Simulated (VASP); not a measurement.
Input of a VASP 6.6.1 run:

Contents of INCAR:

```
  PREC = Accurate
  ENCUT = 520
  EDIFF = 1E-6
  ISMEAR = -1
  SIGMA = 0.05
  LREAL = F
  LASPH = T
  NELM = 150
  ALGO = Normal
  ISIF = 2
  LWAVE = F
  LCHARG = F
  LMAXMIX = 4
  LDAU = T
  LDAUTYPE = 2
  LDAUL = 2 -1
  LDAUU = 6 0
  LDAUJ = 0 0
  LDAUPRINT = 1
  GGA = PS
  NBANDS = 15
```

The input KPOINTS:

```
Automatic mesh
0
Gamma
  10 10 8
```

Contents of POSCAR:

```
HfB2
1.0
    3.1400000000      0.0000000000      0.0000000000
   -1.5700000000      2.7193197679      0.0000000000
    0.0000000000      0.0000000000      3.4800000000
Hf B
1 2
Direct
    0.0000000000      0.0000000000      0.0000000000
    0.6666666667      0.3333333333      0.5000000000
    0.3333333333      0.6666666667      0.5000000000
```

Potentials or basis: VASP PAW PBE potentials, release 64 (Hf_pv, B).

Command:

```bash
$ cat potpaw_PBE.64/Hf_pv/POTCAR potpaw_PBE.64/B/POTCAR > POTCAR
$ mpirun -np 1 vasp_std > vasp.out
```

Q: What does it give for the band gap on the k mesh?

A: Zero (band 8 reaches 9.10 eV, above the bottom of band 9 at 8.14 eV).

Q: Predict the pressure.

A: 13.5 GPa.

Stress tensor (GPa, compression positive):
```
11.79  0.00  0.00
 0.00 11.79  0.00
 0.00  0.00 16.99
```

Caveat: the PAW data sets were made with another functional, which shifts forces and pressure a little; spin-orbit coupling is left out, which moves the levels of the heavy elements; U without spin polarisation on a metal has little footing; the U is typed as a test and isn't derived for this compound.
